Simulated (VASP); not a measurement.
Write the native input for VASP 6.6.1 that does the following.

* Task: single point
* Functional: PBEsol
* Potentials or basis: VASP PAW PBE potentials, release 64 (Cu, O)
* Cutoff: 520 eV
* k mesh: 7 × 4 × 4
* Occupations: gaussian, width 0.05 eV
* Spin: collinear spin, antiferromagnetic start
* Starting moments: [0.66, 0.66, -0.66, -0.66, 0.16, 0.18, -0.16, -0.18] μB
* Hubbard terms: Cu d U = 7.0 eV
* Dipole correction: no
* Further INCAR settings: ALGO = Normal; EDIFF = 1e-07; NBANDS = 48

The structure of CuO lies in POSCAR:

```
CuO
1.0
    2.3418496200     -1.7112997200      0.0000000000
    4.6836992400      3.4225994400      0.0000000000
   -0.8500298600      0.0000000000      5.0578691900
Cu O
4 4
Direct
    0.0000000000      0.2500000000      0.0000000000
    0.5000000000      0.0000000000      0.5000000000
    0.0000000000      0.7500000000      0.0000000000
    0.5000000000      0.5000000000      0.5000000000
    0.5816000000      0.2092000000      0.2500000000
    0.4184000000      0.2908000000      0.7500000000
    0.5816000000      0.7092000000      0.2500000000
    0.4184000000      0.7908000000      0.7500000000
```

These files were run (other wordings do the same):

INCAR

```
PREC     = Accurate       # precision mode
ENCUT    = 520            # plane-wave cutoff, eV
EDIFF    = 1E-7           # SCF threshold, eV
ISMEAR   = 0              # smearing method
SIGMA    = 0.05           # smearing width, eV
LREAL    = False          # projectors in reciprocal space
LASPH    = True           # aspherical terms in the spheres
NELM     = 150            # most SCF steps
ALGO     = Normal         # electronic algorithm
ISIF     = 2              # what is computed and relaxed
LWAVE    = False          # write WAVECAR
LCHARG   = False          # write CHGCAR
ISPIN    = 2              # spin polarisation
MAGMOM   = 0.66 0.66 -0.66 -0.66 0.16 0.18 -0.16 -0.18 # initial moments
LORBIT   = 11             # projections on sites
LMAXMIX  = 4              # l up to which the mixer works
LDAU     = True           # DFT+U
LDAUTYPE = 2            
LDAUL    = 2 -1           # shell
LDAUU    = 7 0            # U, eV
LDAUJ    = 0 0          
LDAUPRINT= 1            
GGA      = PS             # functional
NBANDS   = 48             # bands
```

KPOINTS

```
regular mesh
0
Gamma
  7 4 4
```

Potentials or basis: VASP PAW PBE potentials, release 64 (Cu, O).

Launch:

```console
$ cat potpaw_PBE.64/Cu/POTCAR potpaw_PBE.64/O/POTCAR > POTCAR
$ mpirun -np 1 vasp_std > vasp.out
```

Results of the run:

```json
{
 "Pressure": "-6.3 GPa",
 "Largest force": "0.221 eV/Å",
 "Band gap on the k mesh": "1.39 eV",
 "Net moment": "0.00 μB per cell",
 "Site moments": "Cu +0.68, +0.69, -0.68, -0.69; O +0.12, +0.13, -0.12, -0.13 μB",
 "Valence electrons inside the program's atomic spheres": "Cu 9.95; O 4.98, 4.97 (each value once)"
}
```

Caveat: the cell stands under tension; the PAW data sets were made with another functional, which shifts forces and pressure a little; an odd mesh through Γ misses points on the zone boundary, where band edges can lie.

It took 5 min on 1 thread of Intel(R) Xeon(R) 6975P-C (Granite Rapids) (shared host), peak memory 0.44 GiB.
